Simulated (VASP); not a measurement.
A run of VASP 6.6.1 is set up as follows.

File INCAR:

```
  PREC = Accurate
  ENCUT = 520
  EDIFF = 1E-6
  ISMEAR = -1
  SIGMA = 0.01
  LREAL = Auto
  LASPH = True
  NELM = 80
  ALGO = Normal
  ISIF = 2
  LWAVE = False
  LCHARG = False
  GGA = PE
  NBANDS = 86
  NELECT = 128.0
```

KPOINTS

```
Automatic mesh
0
Gamma
  1 1 1
  0.25 0.25 0.25
```

Contents of POSCAR:

```
CaB15N15
1.0
   -3.6241103844      3.6241103844     -3.6241103844
    3.6241103844      3.6241103844      3.6241103844
    3.6241103844     -3.6241103844     -3.6241103844
B Ca N
15 1 15
Direct
   -0.0003059210      0.0002011341     -0.0690284156
    0.0139156758      0.2615638159      0.7578387796
    0.0139195365      0.5065105305      0.5128808779
   -0.0003159237      0.6796476323      0.2515170984
    0.2610444624      0.0144335691      0.7578317217
    0.2610457677      0.5065087569      0.2657513414
    0.2437735079      0.7501162152      0.0014332161
    0.5059872133      0.0144365364      0.5128830738
    0.5059884274      0.2615599096      0.2657461481
    0.5001374953      0.5006501119      0.0070786921
    0.5001356215      0.7557706943      0.7519734472
    0.6791419041      0.0002166898      0.2515456350
    0.7496042394      0.2442965937      0.0014403027
    0.7552391304      0.5006430508      0.7519689775
    0.7495987768      0.7501151315      0.4956120900
    0.1251545866      0.1256804108      0.3770067626
    0.0014253520      0.2498984331      0.0091205170
    0.0093449545      0.5071947703      0.7585129126
    0.0014273796      0.7578111882      0.5012149328
    0.2493855249      0.0019426995      0.0091269018
    0.2564916868      0.2570130266      0.7822293263
    0.2564929661      0.5309001935      0.5083278270
    0.2493798573      0.7578070770      0.2532589180
    0.5066783431      0.0098708915      0.7585168979
    0.5303666600      0.2570075800      0.5083272605
    0.5066753697      0.5071942377      0.2611845621
    0.5040892576      0.7552635171      0.0065825096
    0.7572894251      0.0019437632      0.5012269184
    0.7572781010      0.2499070860      0.2532641447
    0.7547288401      0.5045770167      0.0065607767
    0.7547374227      0.7552497636      0.7559154597
```

Potentials or basis: VASP PAW PBE potentials, release 64 (B, Ca_sv, N).

Launch:

```console
$ cat potpaw_PBE.64/B/POTCAR potpaw_PBE.64/Ca_sv/POTCAR potpaw_PBE.64/N/POTCAR > POTCAR
$ mpirun -np 1 vasp_std > vasp.out
```

Problem. What does it give for the largest force?

Solution. 0.105 eV/Å.

Forces on the atoms (eV/Å):
```
B    0.001 -0.001  0.002
B    0.010 -0.020  0.016
B    0.011 -0.015  0.021
B    0.000 -0.001 -0.001
B   -0.016 -0.020 -0.010
B   -0.015  0.011  0.020
B    0.001  0.011 -0.012
B   -0.020 -0.015 -0.011
B   -0.019  0.010  0.015
B    0.000  0.025  0.002
B   -0.003 -0.001 -0.024
B    0.000 -0.002  0.003
B    0.010  0.009 -0.001
B    0.024  0.000  0.003
B    0.011  0.000 -0.011
Ca  -0.061 -0.060  0.061
N    0.016  0.018  0.012
N   -0.003 -0.006  0.006
N    0.016 -0.013 -0.019
N   -0.013  0.019 -0.015
N    0.038 -0.007 -0.039
N    0.039  0.039  0.007
N   -0.013  0.015 -0.019
N   -0.006 -0.006  0.002
N   -0.008  0.040 -0.039
N   -0.006 -0.002  0.006
N   -0.020 -0.007  0.007
N    0.019 -0.013 -0.016
N    0.018  0.016  0.011
N   -0.005 -0.005  0.019
N   -0.006 -0.020  0.007
```

Caveat: the k points lie up to 1.23 Å⁻¹ apart; the cell carries a net charge on a neutralising background, which shifts energy and pressure.
